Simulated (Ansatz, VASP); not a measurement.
## Nb2MoN3 in VASP and in Ansatz

```
Nb Mo N
1.0
     5.08403    0.00000    0.00000
    -2.54201    4.40290    0.00000
     0.00000    0.00000    2.86504
Nb Mo N
2 1 3
Cartesian
  0.0000 2.9353 0.0000
  2.5420 1.4676 0.0000
  0.0000 0.0000 0.0000
  1.6939 0.0000 1.4325
  1.6951 2.9360 1.4325
  -0.8469 1.4669 1.4325
```

Alike in both runs: task relaxation of cell and atoms; functional PBE; k mesh 6 × 6 × 10; occupations gaussian, width 0.1 eV; no spin polarisation.

|  | VASP | Ansatz |
| --- | --- | --- |
| version | VASP 6.6.1 | Ansatz 0.2.0 |
| potentials or method | VASP PAW PBE potentials, release 64 (Nb_sv, Mo_sv, N), cutoff 600 eV | scalar-relativistic, plane waves, PAW |
| valence electrons in the cell | 55 | 55 |

```csv
,VASP,Ansatz,Ansatz less VASP
"gap on the k mesh at the Fermi level, each at its own relaxed structure (eV)",none,none,-
relaxed volume (Å³/atom),10.66,10.68,+0.011
relaxed cell length with the largest relative difference (Å),2.861,2.862,+0.0012
```

A gap of «none» marks a metal or a gap that the smearing closes.
